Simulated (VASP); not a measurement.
# TiB (F-43m) in VASP: further runs, part 2 of 2

VASP 6.6.1.

**4. Relaxation of cell and atoms, PBEsol, target pressure 5 GPa, at which the enthalpy is minimised**

This run uses another cell than the first one, of 14.83 Å³/atom, 0.980 times its volume.

Input file INCAR:

```
PREC = Accurate ; ENCUT = 600
EDIFF = 1E-6 ; ISMEAR = -1
SIGMA = 0.15 ; LREAL = False
LASPH = True ; NELM = 100
ALGO = Normal ; ISIF = 3
LWAVE = False ; LCHARG = False
GGA = PS ; IBRION = 2
NSW = 80 ; EDIFFG = -0.001
PSTRESS = 50.0
```

Input file KPOINTS:

```
Automatic mesh
0
Gamma
  14 14 14
```

Input file POSCAR:

```
TiB
1.0
    0.0000000000      2.4568284199      2.4568284199
    2.4568284199      0.0000000000      2.4568284199
    2.4568284199      2.4568284199      0.0000000000
Ti B
1 1
Direct
    0.7500000000      0.7500000000      0.7500000000
    0.0000000000      0.0000000000      0.0000000000
```

Potentials or basis: VASP PAW PBE potentials, release 64 (Ti_sv, B).

On the command line:

```bash
$ cat potpaw_PBE.64/Ti_sv/POTCAR potpaw_PBE.64/B/POTCAR > POTCAR
$ mpirun -np 1 vasp_std > vasp.out
```

OUTCAR:

```text
PREC = Accurate
   ENCUT = 600
   EDIFF = 1E-6
   ISMEAR = -1
   LREAL = False
   LASPH = True
   NELM = 100
   ISIF = 3
   GGA = PS
   IBRION = 2
   NSW = 80
   EDIFFG = -0.001
   PSTRESS = 50.0

 ion  position               nearest neighbor table
   1  0.750  0.750  0.750-   2 2.13   2 2.13   2 2.13   2 2.13
   2  0.000  0.000  0.000-   1 2.13   1 2.13   1 2.13   1 2.13

  LATTYP: Found a face centered cubic cell.
 ALAT       =     4.9136568398

  Lattice vectors:

 A1 = (   0.0000000000,   2.4568284199,   2.4568284199)
 A2 = (   2.4568284199,   0.0000000000,   2.4568284199)
 A3 = (   2.4568284199,   2.4568284199,   0.0000000000)
[... 371 lines left out ...]
  ext. energy  EPLUGINS =         0.00000000
  ---------------------------------------------------
  free energy    TOTEN  =       -13.87275555 eV

  energy without entropy =      -13.74847197  energy(sigma->0) =      -13.81061376

 E-fermi :   5.0961     XC(G=0): -10.8851

 val. band max:        5.0757825965   @ k =   0.4286   0.2857   0.0714
 cond. band min:       5.0967952007   @ k =   0.3571   0.2857   0.0000
 fundamental gap:      0.0210126043
 Fermi energy:         5.0960940067

 k-point     1 :       0.0000    0.0000    0.0000
  band No.  band energies     occupation
      1     -50.6790      2.00000
      2     -26.9956      2.00000
      3     -26.9956      2.00000
      4     -26.9956      2.00000
      5      -2.8555      2.00000
      6       3.9980      1.99868
      7       3.9980      1.99868
      8       3.9980      1.99868
      9       7.3395      0.00000
     10       7.3395      0.00000
     11      13.6918      0.00000
[... 309 lines left out ...]
 k-point    24 :       0.2857    0.1429    0.0000
  band No.  band energies     occupation
      1     -50.6687      2.00000
      2     -27.0790      2.00000
      3     -27.0206      2.00000
      4     -27.0184      2.00000
      5      -1.6308      2.00000
      6       3.2239      1.99999
      7       4.4129      1.97918
      8       4.4957      1.96412
      9       6.7166      0.00004
     10       7.6015      0.00000
     11      11.2846      0.00000

 [... further k-points ...]
[... 5 lines left out ...]
  --------------------------------------------------------------------------------------
  -------------------------------------------------------------------------------------
  Total        0.8861507      0.8861507      0.8861507      0.0000000     -0.0000000      0.0000000
  in kB       49.9463171     49.9463171     49.9463171      0.0000000     -0.0000000      0.0000000
  external PRESSURE =      -0.0536829 kB  Pullay stress =      50.0000000 kB
[... 21 lines left out ...]
  energy  without entropy=      -13.7484719656  energy(sigma->0) =      -13.81061376

  enthalpy is  TOTEN    =       -12.9856524142 eV   P V=        0.8871031357

 reached required accuracy - stopping structural energy minimisation
```

OSZICAR:

```text
N       E                     dE             d eps       ncg     rms          rms(c)
DAV:   1     0.109910032717E+03    0.10991E+03   -0.90055E+03  2288   0.165E+03
DAV:   2    -0.531939576445E+01   -0.11523E+03   -0.11198E+03  2303   0.370E+02
[... 142 lines left out ...]
  24 F= -.12985658E+02 E0= -.12923556E+02  d E =-.203448E-07
       N       E                     dE             d eps       ncg     rms          rms(c)
DAV:   1    -0.138728116690E+02   -0.50475E-03   -0.11723E-03  2518   0.546E-01    0.689E-02
DAV:   2    -0.138727609694E+02    0.50700E-04   -0.39956E-04  2874   0.269E-01    0.179E-02
DAV:   3    -0.138727546779E+02    0.62916E-05   -0.38623E-05  2733   0.663E-02    0.446E-03
DAV:   4    -0.138727555499E+02   -0.87209E-06   -0.82742E-06  2797   0.235E-02
  25 F= -.12985652E+02 E0= -.12923511E+02  d E =0.528528E-05
```

CONTCAR:

```text
TiB
   1.00000000000000
    -0.0000000000000000    2.4223016904720200    2.4223016904720200
     2.4223016904720200   -0.0000000000000000    2.4223016904720200
     2.4223016904720200    2.4223016904720200    0.0000000000000000
  Ti              B
     1     1
Direct
     0.7500000000000000    0.7500000000000000    0.7500000000000000
     0.0000000000000000    1.0000000000000000    0.0000000000000000

  0.00000000E+00  0.00000000E+00  0.00000000E+00
  0.00000000E+00  0.00000000E+00  0.00000000E+00
```

Run time: 2.8 min. Hardware: 1 thread of Intel Xeon 6975P-C (Granite Rapids), shared host; peak memory 0.2 GiB.

Results:

| Property | Result |
| --- | --- |
| Free energy | -13.8728 eV |
| Relaxed volume | 14.21 Å³/atom |
| Relaxed cell | a = 3.426 Å, b = 3.426 Å, c = 3.426 Å, α = 60.00°, β = 60.00°, γ = 60.00° |
| Space group after relaxing (to 0.05 Å) | F-43m (No. 216) |
| Energy change on relaxing (the enthalpy is what falls) | +9.3 meV/atom |
| Ionic steps | 25 |
| Pressure after relaxing | 5.0 GPa |

The path:
```tsv
step	energy change (eV)	largest force (eV/Å)	pressure (GPa)	volume (Å³)
1	0.0000	0.0000	0.07	29.66
2	0.0460	0.0000	8.03	27.74
3	0.0191	0.0000	5.02	28.41
4	0.0184	0.0000	4.92	28.43
5	0.0184	0.0000	4.89	28.43
6	0.0184	0.0000	4.91	28.43
7	0.0184	0.0000	4.89	28.43
8	0.0184	0.0000	4.89	28.43
9	0.0184	0.0000	4.90	28.43
10	0.0184	0.0000	4.90	28.43
11	0.0184	0.0000	4.90	28.43
12	0.0184	0.0000	4.90	28.43
13	0.0185	0.0000	4.91	28.43
14	0.0185	0.0000	4.93	28.43
15	0.0186	0.0000	4.89	28.42
16	0.0189	0.0000	4.92	28.42
17	0.0193	0.0000	4.95	28.40
18	0.0202	0.0000	5.11	28.37
19	0.0196	0.0000	5.08	28.39
20	0.0194	0.0000	5.06	28.40
21	0.0193	0.0000	5.02	28.40
22	0.0193	0.0000	5.04	28.40
23	0.0192	0.0000	5.04	28.40
24	0.0190	0.0000	5.02	28.41
25	0.0186	0.0000	4.99	28.43
```

Final structure:
```cif
data_structure
_symmetry_space_group_name_H-M 'P 1'
_symmetry_Int_Tables_number 1
_cell_length_a 3.4257
_cell_length_b 3.4257
_cell_length_c 3.4257
_cell_angle_alpha 60.000
_cell_angle_beta 60.000
_cell_angle_gamma 60.000
_cell_volume 28.43
loop_
_atom_site_label
_atom_site_type_symbol
_atom_site_fract_x
_atom_site_fract_y
_atom_site_fract_z
_atom_site_occupancy
Ti1 Ti 0.75000 0.75000 0.75000 1
B1 B 0.00000 0.00000 0.00000 1
```

Levels at points of the mesh, in eV from the Fermi level:
| k point | band 5 | band 6 | band 7 | band 8 | band 9 | band 10 | band 11 |
| --- | --- | --- | --- | --- | --- | --- | --- |
| (0.00, 0.00, 0.00) | -7.95 | -1.10 | -1.10 | -1.10 | 2.24 | 2.24 | 8.60 |
| (0.50, 0.00, 0.00) | -5.49 | -2.42 | -0.64 | -0.64 | 2.70 | 2.70 | 3.48 |
| (0.50, 0.50, 0.00) | -4.60 | -3.05 | 0.61 | 0.94 | 0.94 | 3.02 | 4.00 |

Caveat: the cell is relaxed towards a set pressure, so the enthalpy falls and the energy may rise; the PAW data sets were made with another functional, which shifts forces and pressure a little.

**5. Single point, PBEsol (volume scaled by 0.94)**

Input file INCAR:

```
PREC = Accurate
ENCUT = 520
EDIFF = 1E-6
ISMEAR = 0
SIGMA = 0.1
LREAL = F
LASPH = T
NELM = 80
ALGO = Normal
ISIF = 2
LWAVE = F
LCHARG = F
GGA = PS
NBANDS = 14
```

Input file KPOINTS:

```
regular mesh
0
Gamma
  14 14 14
```

Input file POSCAR:

```
TiB
1.0
    0.0000000000      2.4032597543      2.4032597543
    2.4032597543      0.0000000000      2.4032597543
    2.4032597543      2.4032597543      0.0000000000
Ti B
1 1
Direct
    0.7500000000      0.7500000000      0.7500000000
    0.0000000000      0.0000000000      0.0000000000
```

Potentials or basis: VASP PAW PBE potentials, release 64 (Ti_sv, B).

On the command line:

```bash
$ cat potpaw_PBE.64/Ti_sv/POTCAR potpaw_PBE.64/B/POTCAR > POTCAR
$ mpirun -np 1 vasp_std > vasp.out
```

OUTCAR:

```text
PREC = Accurate
   ENCUT = 520
   EDIFF = 1E-6
   ISMEAR = 0
   LREAL = F
   LASPH = T
   NELM = 80
   ISIF = 2
   GGA = PS

 ion  position               nearest neighbor table
   1  0.750  0.750  0.750-   2 2.08   2 2.08   2 2.08   2 2.08
   2  0.000  0.000  0.000-   1 2.08   1 2.08   1 2.08   1 2.08

  LATTYP: Found a face centered cubic cell.
 ALAT       =     4.8065195086

  Lattice vectors:

 A1 = (   0.0000000000,   2.4032597543,   2.4032597543)
 A2 = (   2.4032597543,   0.0000000000,   2.4032597543)
 A3 = (   2.4032597543,   2.4032597543,   0.0000000000)

Analysis of symmetry for initial positions (statically):
=====================================================================
 Subroutine PRICEL returns:
 Original cell was already a primitive cell.

 Routine SETGRP: Setting up the symmetry group for a
 face centered cubic supercell.

 Subroutine GETGRP returns: Found 24 space group operations
 (whereof 24 operations were pure point group operations)
 out of a pool of 48 trial point group operations.

The static configuration has the point symmetry T_d .

Analysis of symmetry for dynamics (positions and initial velocities):
[... 178 lines left out ...]
     10       7.5907      0.00000
     11      14.0664      0.00000
     12      14.4544      0.00000
     13      14.4544      0.00000
     14      14.4544      0.00000
[... 377 lines left out ...]
      1     -50.4009      2.00000
      2     -26.8209      2.00000
      3     -26.7566      2.00000
      4     -26.7542      2.00000
      5      -1.4765      2.00000
      6       3.3789      2.00000
      7       4.5879      2.00000
      8       4.6737      2.00000
      9       6.9419      0.00000
     10       7.8624      0.00000
     11      11.6420      0.00000
     12      12.6982      0.00000
     13      13.5360      0.00000
     14      15.7754      0.00000

 [... further k-points ...]

------------------------ aborting loop because EDIFF is reached ----------------------------------------

  FORCE on cell =-STRESS in cart. coord.  units (eV):
  Direction    XX          YY          ZZ          XY          YZ          ZX
  --------------------------------------------------------------------------------------
  -------------------------------------------------------------------------------------
  Total        1.2973402      1.2973402      1.2973402      0.0000000      0.0000000     -0.0000000
  in kB       74.8742245     74.8742245     74.8742245      0.0000000      0.0000000     -0.0000000
  external PRESSURE =      74.8742245 kB  Pullay stress =       0.0000000 kB

 VOLUME and BASIS-vectors are now :
 -----------------------------------------------------------------------------
  energy-cutoff  :      520.00
  volume of cell :       27.76
      direct lattice vectors                 reciprocal lattice vectors
     0.000000000  2.403259754  2.403259754    -0.208050752  0.208050752  0.208050752
     2.403259754  0.000000000  2.403259754     0.208050752 -0.208050752  0.208050752
     2.403259754  2.403259754  0.000000000     0.208050752  0.208050752 -0.208050752

 POSITION                                       TOTAL-FORCE (eV/Angst)
 -----------------------------------------------------------------------------------
      3.60489      3.60489      3.60489        -0.000000     -0.000000     -0.000000
      0.00000      0.00000      0.00000         0.000000      0.000000      0.000000
 -----------------------------------------------------------------------------------
    total drift:                                0.000001      0.000001      0.000001

  FREE ENERGIE OF THE ION-ELECTRON SYSTEM (eV)
  ---------------------------------------------------
  free  energy   TOTEN  =       -13.7901358642 eV

  energy  without entropy=      -13.7824501524  energy(sigma->0) =      -13.78629301
```

OSZICAR:

```text
N       E                     dE             d eps       ncg     rms          rms(c)
DAV:   1     0.118639587910E+03    0.11864E+03   -0.78466E+03  2912   0.120E+03
DAV:   2    -0.610266006619E+01   -0.12474E+03   -0.11938E+03  3014   0.328E+02
DAV:   3    -0.169599203635E+02   -0.10857E+02   -0.10538E+02  4816   0.843E+01
DAV:   4    -0.174807652436E+02   -0.52084E+00   -0.52042E+00  3388   0.144E+01
DAV:   5    -0.174913616710E+02   -0.10596E-01   -0.10596E-01  3936   0.193E+00    0.149E+01
DAV:   6    -0.138860712204E+02    0.36053E+01   -0.97281E+00  4226   0.437E+01    0.415E+00
DAV:   7    -0.137743024380E+02    0.11177E+00   -0.11214E+00  3242   0.143E+01    0.286E+00
DAV:   8    -0.137861452439E+02   -0.11843E-01   -0.50170E-02  3882   0.291E+00    0.990E-01
DAV:   9    -0.137898779927E+02   -0.37327E-02   -0.17943E-02  3374   0.186E+00    0.933E-02
DAV:  10    -0.137901617359E+02   -0.28374E-03   -0.13820E-03  3590   0.313E-01    0.930E-02
DAV:  11    -0.137901539093E+02    0.78266E-05   -0.51648E-05  3708   0.549E-02    0.722E-02
DAV:  12    -0.137901369935E+02    0.16916E-04   -0.99368E-05  3350   0.119E-01    0.214E-02
DAV:  13    -0.137901357048E+02    0.12886E-05   -0.40967E-06  3194   0.251E-02    0.129E-02
DAV:  14    -0.137901358642E+02   -0.15933E-06   -0.22972E-07  1570   0.654E-03
   1 F= -.13790136E+02 E0= -.13786293E+02  d E =-.768571E-02
```

stdout:

```text
POSCAR found type information on POSCAR TiB
 POSCAR found :  2 types and       2 ions
 scaLAPACK will be used
 -----------------------------------------------------------------------------
|                                                                             |
|                                                                             |
|     You enforced a specific xc type in the INCAR file but a different       |
|     I HOPE YOU KNOW WHAT YOU ARE DOING!                                     |
|                                                                             |
 -----------------------------------------------------------------------------

 LDA part: xc-table for (Slater+PW92), standard interpolation
 POSCAR, INCAR and KPOINTS ok, starting setup
 FFT: planning ... GRIDC
 FFT: planning ... GRID_SOFT
 FFT: planning ... GRID
 WAVECAR not read
 entering main loop
```

It took 84 s on 1 thread of AMD EPYC 7R43 (Zen 3), shared host; peak memory 0.15 GiB.

Results:

```
Free energy : -13.7901 eV
Pressure    : 7.5 GPa
```

Levels at points of the mesh, in eV from the Fermi level:
| k point | band 6 | band 7 | band 8 | band 9 | band 10 | band 11 |
| --- | --- | --- | --- | --- | --- | --- |
| (0.00, 0.00, 0.00) | -1.11 | -1.11 | -1.11 | 2.32 | 2.32 | 8.80 |
| (0.50, 0.00, 0.00) | -2.43 | -0.64 | -0.64 | 2.80 | 2.80 | 3.61 |
| (0.50, 0.50, 0.00) | -3.10 | 0.63 | 1.00 | 1.00 | 3.13 | 4.13 |

Caveat: the cell differs from its parent crystal (volume scaled by 0.94); the PAW data sets were made with another functional, which shifts forces and pressure a little.

**6. Single point, PBEsol (volume scaled by 0.97)**

Input file INCAR:

```
SYSTEM = TiB
  PREC = Accurate
  ENCUT = 520
  EDIFF = 1E-6
  ISMEAR = 0
  SIGMA = 0.1
  LREAL = .False.
  LASPH = .True.
  NELM = 100
  ALGO = Normal
  ISIF = 2
  LWAVE = .False.
  LCHARG = .False.
  GGA = PS
  NBANDS = 14
```

Input file KPOINTS:

```
Automatic mesh
0
Gamma
  14 14 14
  0 0 0
```

Input file POSCAR:

```
TiB
1.0
    0.0000000000      2.4285590846      2.4285590846
    2.4285590846      0.0000000000      2.4285590846
    2.4285590846      2.4285590846      0.0000000000
Ti B
1 1
Direct
    0.7500000000      0.7500000000      0.7500000000
    0.0000000000      0.0000000000      0.0000000000
```

Potentials or basis: VASP PAW PBE potentials, release 64 (Ti_sv, B).

On the command line:

```bash
$ cat potpaw_PBE.64/Ti_sv/POTCAR potpaw_PBE.64/B/POTCAR > POTCAR
$ mpirun -np 1 vasp_std > vasp.out
```

Wall time 96 s (1 thread of AMD EPYC 7R43 (Zen 3), shared host); peak memory 0.14 GiB.

Results (log left out):

```yaml
Free_energy: -13.8209 eV
Pressure: 3.5 GPa
```

Levels at points of the mesh, in eV from the Fermi level:
| k point | band 6 | band 7 | band 8 | band 9 | band 10 | band 11 |
| --- | --- | --- | --- | --- | --- | --- |
| (0.00, 0.00, 0.00) | -1.06 | -1.06 | -1.06 | 2.26 | 2.26 | 8.56 |
| (0.50, 0.00, 0.00) | -2.39 | -0.61 | -0.61 | 2.70 | 2.70 | 3.47 |
| (0.50, 0.50, 0.00) | -3.00 | 0.63 | 0.96 | 0.96 | 3.02 | 4.00 |

Caveat: the cell differs from its parent crystal (volume scaled by 0.97); the PAW data sets were made with another functional, which shifts forces and pressure a little.

**7. Summary**

```tsv
task	cell	cutoff (eV)	smearing	gap on the mesh (eV)	pressure (GPa)
single point	a = 3.497 Å, angles 60.0°, 2 atoms	520	fermi-dirac 0.15 eV	none	-2.0
relaxation of cell and atoms	relaxed from a = 3.470 Å, angles 60.0°, 2 atoms	600	fermi-dirac 0.15 eV	none	0.0
relaxation of cell and atoms	relaxed to 5 GPa from a = 3.474 Å, angles 60.0°, 2 atoms	600	fermi-dirac 0.15 eV	none	5.0
single point	a = 3.399 Å, angles 60.0°, 2 atoms	520	gaussian 0.1 eV	none	7.5
single point	a = 3.435 Å, angles 60.0°, 2 atoms	520	gaussian 0.1 eV	none	3.5
```

Alike in all rows: level PBEsol; potentials or basis VASP PAW PBE potentials, release 64 (Ti_sv, B); no spin polarisation; k mesh 14 × 14 × 14.

Caveats: the PAW data sets were made with another functional, which shifts forces and pressure a little; the cell is relaxed towards a set pressure, so the enthalpy falls and the energy may rise (some runs).

Absolute energies hang on the potentials; compare differences alone.
